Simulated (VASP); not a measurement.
# ZnBi3 (I4/mmm) in VASP: a series of runs, part 3 of 3

VASP 6.6.1. Earlier steps stand in the parts before.

## 4. Single point, PBE

This run uses another cell than the first one, of 29.04 Å³/atom, 1.042 times its volume.

INCAR reads:

```
SYSTEM = ZnBi3
ALGO = Fast ; EDIFF = 1E-7
ENCUT = 520 ; GGA = PE
ISIF = 2 ; ISMEAR = -1
LASPH = .TRUE. ; LCHARG = .FALSE.
LREAL = .FALSE. ; LWAVE = .FALSE.
NBANDS = 36 ; NELM = 60
PREC = Accurate ; SIGMA = 0.05
```

KPOINTS reads:

```
k-points
0
G
  8 8 8
  0 0 0
```

POSCAR reads:

```
ZnBi3
1.0
   -2.5226680000      2.5226680000      4.5629090000
    2.5226680000     -2.5226680000      4.5629090000
    2.5226680000      2.5226680000     -4.5629090000
Bi Zn
3 1
Direct
    0.5000000000      0.5000000000      0.0000000000
    0.2500000000      0.7500000000      0.5000000000
    0.7500000000      0.2500000000      0.5000000000
    0.0000000000      0.0000000000      0.0000000000
```

Potentials or basis: VASP PAW PBE potentials, release 64 (Bi_d, Zn).

Command:

```console
cat potpaw_PBE.64/Bi_d/POTCAR potpaw_PBE.64/Zn/POTCAR > POTCAR
mpirun -np 1 vasp_std > vasp.out
```

OUTCAR:

```text
SYSTEM = ZnBi3
   EDIFF = 1E-7
   ENCUT = 520
   GGA = PE
   ISIF = 2
   ISMEAR = -1
   LASPH = .TRUE.
   LREAL = .FALSE.
   NELM = 60
   PREC = Accurate

 ion  position               nearest neighbor table
   1  0.500  0.500  0.000-   2 3.40   3 3.40   2 3.40   3 3.40   2 3.40   3 3.40   2 3.40   3 3.40

   2  0.250  0.750  0.500-   1 3.40   4 3.40   1 3.40   4 3.40   4 3.40   1 3.40   4 3.40   1 3.40
                             3 3.57   3 3.57   3 3.57   3 3.57
   3  0.750  0.250  0.500-   1 3.40   4 3.40   1 3.40   4 3.40   1 3.40   4 3.40   1 3.40   4 3.40
                             2 3.57   2 3.57   2 3.57   2 3.57
   4  0.000  0.000  0.000-   2 3.40   3 3.40   2 3.40   3 3.40   3 3.40   2 3.40   3 3.40   2 3.40

  LATTYP: Found a body centered tetragonal cell.
 ALAT       =     5.0453360000
 C/A-ratio  =     1.8087631825

  Lattice vectors:

 A1 = (  -2.5226680000,   2.5226680000,   4.5629090000)
 A2 = (   2.5226680000,  -2.5226680000,   4.5629090000)
 A3 = (   2.5226680000,   2.5226680000,  -4.5629090000)

Analysis of symmetry for initial positions (statically):
=====================================================================
 Subroutine PRICEL returns:
 Original cell was already a primitive cell.

 Routine SETGRP: Setting up the symmetry group for a
 body centered tetragonal supercell.

 Subroutine GETGRP returns: Found 16 space group operations
 (whereof 16 operations were pure point group operations)
 out of a pool of 16 trial point group operations.

The static configuration has the point symmetry D_4h.

Analysis of symmetry for dynamics (positions and initial velocities):
=====================================================================
 Subroutine PRICEL returns:
 Original cell was already a primitive cell.

 Routine SETGRP: Setting up the symmetry group for a
 body centered tetragonal supercell.

 Subroutine GETGRP returns: Found 16 space group operations
 (whereof 16 operations were pure point group operations)
 out of a pool of 16 trial point group operations.

The dynamic configuration has the point symmetry D_4h.

 Subroutine INISYM returns: Found 16 space group operations
 (whereof 16 operations are pure point group operations),
 and found     1 'primitive' translations

----------------------------------------------------------------------------------------

                                     Primitive cell

  volume of cell :     116.1507

  direct lattice vectors                    reciprocal lattice vectors
    -2.522668000  2.522668000  4.562909000     0.000000000  0.198202855  0.109579218
     2.522668000 -2.522668000  4.562909000     0.198202855  0.000000000  0.109579218
     2.522668000  2.522668000 -4.562909000     0.198202855  0.198202855  0.000000000

  length of vectors
     5.792050260  5.792050260  5.792050260     0.226477321  0.226477321  0.280301166

  position of ions in fractional coordinates (direct lattice)
     0.500000000  0.500000000  0.000000000
     0.250000000  0.750000000  0.500000000
     0.750000000  0.250000000  0.500000000
     0.000000000  0.000000000  0.000000000

  ion indices of the primitive-cell ions
   primitive index   ion index
                 1           1
                 2           2
                 3           3
                 4           4

----------------------------------------------------------------------------------------

 KPOINTS: k-points

Automatic generation of k-mesh.
 Grid dimensions read from file:
 generate k-points for:    8    8    8

 Generating k-lattice:

  Cartesian coordinates                     Fractional coordinates (reciprocal lattice)
     0.000000000  0.024775357  0.013697402     0.125000000  0.000000000  0.000000000
     0.024775357  0.000000000  0.013697402     0.000000000  0.125000000  0.000000000
     0.024775357  0.024775357  0.000000000     0.000000000  0.000000000  0.125000000

  Length of vectors
     0.028309665  0.028309665  0.035037646

  Shift w.r.t. Gamma in fractional coordinates (k-lattice)
     0.000000000  0.000000000  0.000000000

 Subroutine IBZKPT returns following result:
 ===========================================

 Found     59 irreducible k-points:

 Following reciprocal coordinates:
            Coordinates               Weight
  0.000000  0.000000  0.000000      1.000000
  0.125000  0.000000  0.000000      8.000000
  0.250000  0.000000  0.000000      8.000000
  0.375000  0.000000  0.000000      8.000000
  0.500000  0.000000  0.000000      4.000000
  0.125000  0.125000  0.000000      8.000000
[... 16 lines left out ...]
  0.250000  0.125000  0.125000     16.000000
  0.375000  0.125000  0.125000      8.000000
 [... further k-points ...]
   k-points           NKPTS =     59   k-points in BZ     NKDIM =     59   number of bands    NBANDS=     36
   number of dos      NEDOS =    301   number of ions     NIONS =      4
   total plane-waves  NPLWV = 110592
   dimension x,y,z NGX =    48 NGY =   48 NGZ =   48
   dimension x,y,z NGXF=    96 NGYF=   96 NGZF=   96
   ions per type =               3   1
   NGX,Y,Z   is equivalent  to a cutoff of  13.78, 13.78, 13.78 a.u.
   NGXF,Y,Z  is equivalent  to a cutoff of  27.55, 27.55, 27.55 a.u.
 SYSTEM =  ZnBi3
   PREC   = accura    normal or accurate (medium, high low for compatibility)
   ISTART =      0    job   : 0-new  1-cont  2-samecut
   ICHARG =      2    charge: 1-file 2-atom 10-const
   ISPIN  =      1    spin polarized calculation?
   LNONCOLLINEAR =      F non collinear calculations
   LSORBIT =      F    spin-orbit coupling
   LASPH  =      T    aspherical Exc in radial PAW
   ENCUT  =  520.0 eV  38.22 Ry    6.18 a.u.  10.77 10.77 10.77*2*pi/ulx,y,z
   NELM   =     60;   NELMIN=  2; NELMDL= -5     # of ELM steps
   EDIFF  = 0.1E-06   stopping-criterion for ELM
   LREAL  =      F    real-space projection
   EDIFFG = 0.1E-05   stopping-criterion for IOM
   NSW    =      0    number of steps for IOM
   IBRION =     -1    ionic relax: 0-MD 1-quasi-New 2-CG
   NFREE  =      0    steps in history (QN), initial steepest desc. (CG)
   ISIF   =      2    stress and relaxation
   ISYM   =      2    0-nonsym 1-usesym 2-fastsym
   POTIM  = 0.5000    time-step for ionic-motion
   TEBEG  =    0.0;   TEEND  =   0.0 temperature during run
   PSTRESS=    0.0 pullay stress
   NELECT =      57.0000    total number of electrons
   NUPDOWN=      -1.0000    fix difference up-down
   EMIN   =  10.00;   EMAX   =-10.00  energy-range for DOS
   EFERMI =   0.00;   METHOD = LEGACY
   ISMEAR =    -1;   SIGMA  =   0.05  broadening in eV -4-tet -1-fermi 0-gaus
   EFERMI_NEDOS =   21; number of points for ismear=-14 and -15
   IALGO  =     68    algorithm
   IMIX   =      4    mixing-type and parameters
     AMIX     =   0.40;   BMIX     =  1.00
     AMIX_MAG =   1.60;   BMIX_MAG =  1.00
  volume/ion in A,a.u.               =      29.04       195.96
  Fermi-wavevector in a.u.,A,eV,Ry     =   1.291296  2.440195 22.686969  1.667445
  Thomas-Fermi vector in A             =   2.423075
   LORBIT       =      0    0 simple, 1 ext, 2 COOP (PROOUT), +10 PAW based schemes
   GGA     = PE    functional components
   LHFCALC =     F    Hartree Fock is set to
   AEXX    =    0.0000 exact exchange contribution
   IVDW    =     0    specifies the selected vdW correction
   LEPSILON=     F    determine dielectric tensor
   LRPA    =     F    only Hartree local field effects (RPA)
 non-spin polarized calculation
 RMM-DIIS sequential band-by-band and
  energy-cutoff  :      520.00
  volume of cell :      116.15
 maximum number of plane-waves:      3145
 NGX is ok and might be reduce to    48
   NGX = 21   NGY = 21   NGZ = 21

 number of electron      56.9999990 magnetization

 Free energy of the ion-electron system (eV)
  ---------------------------------------------------
  ext. energy  EPLUGINS =         0.00000000
  ---------------------------------------------------
  free energy    TOTEN  =       -12.02589744 eV

  energy without entropy =      -12.00635476  energy(sigma->0) =      -12.01612610

 E-fermi :   6.5682     XC(G=0): -10.1443

 val. band max:        6.5643050496   @ k =  -0.3750  -0.3750   0.2500
 cond. band min:       6.5815116987   @ k =  -0.1250   0.1250   0.1250
 fundamental gap:      0.0172066491
 Fermi energy:         6.5681883690

 k-point     1 :       0.0000    0.0000    0.0000
  band No.  band energies     occupation
      1     -16.5340      2.00000
      2     -16.5340      2.00000
      3     -16.5245      2.00000
      4     -16.5139      2.00000
      5     -16.5107      2.00000
      6     -16.4351      2.00000
[... 925 lines left out ...]
     35      11.5737      0.00000
     36      11.8499      0.00000

 [... further k-points ...]
[... 5 lines left out ...]
  --------------------------------------------------------------------------------------
  -------------------------------------------------------------------------------------
  Total       -0.0985870     -0.0985870      0.3666480      0.0000000     -0.0000000      0.0000000
  in kB       -1.3599033     -1.3599033      5.0575241      0.0000000     -0.0000000      0.0000000
  external PRESSURE =       0.7792392 kB  Pullay stress =       0.0000000 kB

 VOLUME and BASIS-vectors are now :
 -----------------------------------------------------------------------------
  energy-cutoff  :      520.00
  volume of cell :      116.15
      direct lattice vectors                 reciprocal lattice vectors
    -2.522668000  2.522668000  4.562909000     0.000000000  0.198202855  0.109579218
     2.522668000 -2.522668000  4.562909000     0.198202855  0.000000000  0.109579218
     2.522668000  2.522668000 -4.562909000     0.198202855  0.198202855  0.000000000

 POSITION                                       TOTAL-FORCE (eV/Angst)
 -----------------------------------------------------------------------------------
      0.00000      0.00000      4.56291        -0.000000      0.000000      0.000000
      2.52267     -0.00000      2.28145        -0.000000     -0.000000     -0.000000
     -0.00000      2.52267      2.28145         0.000000     -0.000000      0.000000
      0.00000      0.00000      0.00000        -0.000000      0.000000      0.000000
 -----------------------------------------------------------------------------------
    total drift:                                0.000000     -0.000000      0.000000

  FREE ENERGIE OF THE ION-ELECTRON SYSTEM (eV)
  ---------------------------------------------------
  free  energy   TOTEN  =       -12.0258974438 eV

  energy  without entropy=      -12.0063547633  energy(sigma->0) =      -12.01612610
```

stdout:

```text
POSCAR found type information on POSCAR BiZn
 POSCAR found :  2 types and       4 ions
 scaLAPACK will be used
 LDA part: xc-table for (Slater+PW92), standard interpolation
 POSCAR, INCAR and KPOINTS ok, starting setup
 FFT: planning ... GRIDC
 FFT: planning ... GRID_SOFT
 FFT: planning ... GRID
 WAVECAR not read
 entering main loop
```

Wall time 4 min (1 thread of Intel Xeon 6975P-C (Granite Rapids), shared host); peak memory 0.44 GiB.

Results:

```yaml
Free_energy: -12.0259 eV
Pressure: 0.1 GPa
```

Levels at points of the mesh, in eV from the Fermi level:
```tsv
k point	band 25	band 26	band 27	band 28	band 29	band 30	band 31	band 32	band 33	band 34
(0.00, 0.00, 0.00)	-2.48	-2.48	-1.98	-1.67	-1.67	-1.01	0.06	1.17	1.17	4.44
(0.50, 0.00, 0.00)	-2.95	-2.44	-2.01	-1.46	-0.22	0.54	1.49	2.35	3.25	3.42
(0.50, 0.50, 0.00)	-4.70	-4.52	-0.90	-0.27	-0.13	0.77	3.05	3.31	4.01	5.56
(0.50, 0.50, 0.50)	-4.14	-4.11	0.49	1.00	1.75	1.75	2.08	2.08	2.30	4.02
```

Caveat: spin-orbit coupling is left out, which moves the levels of the heavy elements.

## 5. Single point, PBE

This run uses another cell than the first one, of 29.62 Å³/atom, 1.062 times its volume.

INCAR: that of step 4 with these lines changed.

```diff
@@ -1,3 +1,3 @@
 SYSTEM = ZnBi3
-ALGO = Fast ; EDIFF = 1E-7
+ALGO = Fast ; EDIFF = 1E-6
 ENCUT = 520 ; GGA = PE
```

KPOINTS is that of step 4.

POSCAR reads:

```
ZnBi3
1.0
   -2.5393748975      2.5393748975      4.5931278211
    2.5393748975     -2.5393748975      4.5931278211
    2.5393748975      2.5393748975     -4.5931278211
Bi Zn
3 1
Direct
    0.5000000000      0.5000000000      0.0000000000
    0.2500000000      0.7500000000      0.5000000000
    0.7500000000      0.2500000000      0.5000000000
    0.0000000000      0.0000000000      0.0000000000
```

Command:

```console
cat potpaw_PBE.64/Bi_d/POTCAR potpaw_PBE.64/Zn/POTCAR > POTCAR
mpirun -np 1 vasp_std > vasp.out
```

Run time: 2.9 min. Hardware: 1 thread of Intel Xeon 6975P-C (Granite Rapids), shared host; peak memory 0.45 GiB.

The run converged. Its results:

```yaml
Free_energy: -12.0211 eV
Pressure: -0.9 GPa
```

Stress tensor (GPa, compression positive):
```
-1.07  0.00  0.00
 0.00 -1.07  0.00
 0.00  0.00 -0.45
```

Levels at points of the mesh, in eV from the Fermi level:
```csv
k point,band 27,band 28,band 29,band 30,band 31,band 32
"(0.00, 0.00, 0.00)",-1.98,-1.62,-1.62,-0.98,0.10,1.17
"(0.50, 0.00, 0.00)",-1.96,-1.42,-0.24,0.51,1.47,2.30
"(0.50, 0.50, 0.00)",-0.90,-0.26,-0.15,0.78,2.97,3.23
"(0.50, 0.50, 0.50)",0.44,0.98,1.72,1.72,2.04,2.04
```

Caveat: spin-orbit coupling is left out, which moves the levels of the heavy elements.

## 6. Single point, PBE

This run uses another cell than the first one, of 30.20 Å³/atom, 1.083 times its volume.

INCAR reads:

```
SYSTEM = ZnBi3
PREC = Accurate
ENCUT = 520
EDIFF = 1E-6
ISMEAR = -1
SIGMA = 0.05
LREAL = .FALSE.
LASPH = .TRUE.
NELM = 80
ALGO = Fast
ISIF = 2
LWAVE = .FALSE.
LCHARG = .FALSE.
GGA = PE
NBANDS = 36
```

KPOINTS reads:

```
Automatic mesh
0
G
  8 8 8
  0 0 0
```

POSCAR reads:

```
ZnBi3
1.0
   -2.5558648069      2.5558648069      4.6229541621
    2.5558648069     -2.5558648069      4.6229541621
    2.5558648069      2.5558648069     -4.6229541621
Bi Zn
3 1
Direct
    0.5000000000      0.5000000000      0.0000000000
    0.2500000000      0.7500000000      0.5000000000
    0.7500000000      0.2500000000      0.5000000000
    0.0000000000      0.0000000000      0.0000000000
```

Potentials or basis: VASP PAW PBE potentials, release 64 (Bi_d, Zn).

Command:

```console
cat potpaw_PBE.64/Bi_d/POTCAR potpaw_PBE.64/Zn/POTCAR > POTCAR
mpirun -np 1 vasp_std > vasp.out
```

Wall time 2.7 min (1 thread of Intel Xeon 6975P-C (Granite Rapids), shared host); peak memory 0.45 GiB.

Results (log left out):

```yaml
Free_energy: -12.0034 eV
Pressure: -1.7 GPa
```

Stress tensor (GPa, compression positive):
```
-1.88  0.00  0.00
 0.00 -1.88  0.00
 0.00  0.00 -1.29
```

Levels at points of the mesh, in eV from the Fermi level:
```csv
k point,band 26,band 27,band 28,band 29,band 30,band 31,band 32,band 33
"(0.00, 0.00, 0.00)",-2.37,-1.98,-1.57,-1.57,-0.95,0.14,1.17,1.17
"(0.50, 0.00, 0.00)",-2.33,-1.90,-1.37,-0.27,0.49,1.45,2.26,3.25
"(0.50, 0.50, 0.00)",-4.30,-0.90,-0.25,-0.17,0.79,2.90,3.15,3.83
"(0.50, 0.50, 0.50)",-3.94,0.40,0.96,1.69,1.69,2.00,2.00,2.14
```

Caveat: spin-orbit coupling is left out, which moves the levels of the heavy elements.

## 7. The runs side by side

| cell | further INCAR settings | gap on the mesh (eV) | pressure (GPa) |
| --- | --- | --- | --- |
| a = 5.714 Å, angles 128.4, 128.4, 76.0°, 4 atoms | ALGO = Fast; EDIFF = 1e-07; NBANDS = 36 | none | 2.3 |
| a = 5.753 Å, angles 128.4, 128.4, 76.0°, 4 atoms | ALGO = Fast; EDIFF = 1e-06; NBANDS = 36 | none | 1.1 |
| a = 5.792 Å, angles 128.4, 128.4, 76.0°, 4 atoms | ALGO = Fast; EDIFF = 1e-07; NBANDS = 36 | none | 0.1 |
| a = 5.830 Å, angles 128.4, 128.4, 76.0°, 4 atoms | ALGO = Fast; EDIFF = 1e-06; NBANDS = 36 | none | -0.9 |
| a = 5.868 Å, angles 128.4, 128.4, 76.0°, 4 atoms | ALGO = Fast; EDIFF = 1e-06; NBANDS = 36 | none | -1.7 |

Alike in all rows: task single point; level PBE; potentials or basis VASP PAW PBE potentials, release 64 (Bi_d, Zn); no spin polarisation; k mesh 8 × 8 × 8; cutoff (eV) 520; smearing fermi-dirac 0.05 eV.

Caveats: spin-orbit coupling is left out, which moves the levels of the heavy elements.

Absolute energies hang on the potentials; compare differences alone.
